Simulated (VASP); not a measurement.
Here is a VASP 6.6.1 calculation.

The input INCAR:

```
ALGO = Normal
EDIFF = 1E-7
ENCUT = 520
GGA = PE
ISIF = 2
ISMEAR = 0
IVDW = 12
LASPH = T
LCHARG = F
LREAL = F
LWAVE = F
NBANDS = 16
NELM = 80
PREC = Accurate
SIGMA = 0.1
```

KPOINTS

```
k-points
0
Gamma
  21 21 6
```

File POSCAR:

```
C
1.0
    2.4688597216      0.0000000000      0.0000000000
   -1.2344298608      2.1380952373      0.0000000000
    0.0000000000      0.0000000000      7.3912088912
C
4
Direct
    0.0000000000      0.0000000000      0.0025000000
    0.0000000000      0.0000000000      0.5025000000
    0.3333333333      0.6666666667      0.0025000000
    0.6666666667      0.3333333333      0.5025000000
```

Potentials or basis: VASP PAW PBE potentials, release 64 (C).

Launch:

```console
$ cat potpaw_PBE.64/C/POTCAR > POTCAR
$ mpirun -np 1 vasp_std > vasp.out
```

Problem. Estimate the dispersion energy per atom.

Solution. -0.139 eV.

Problem. What does it give for the pressure?

Solution. -1.3 GPa.

Stress tensor (GPa, compression positive):
```
-1.03  0.00  0.00
 0.00 -1.03  0.00
 0.00  0.00 -1.75
```
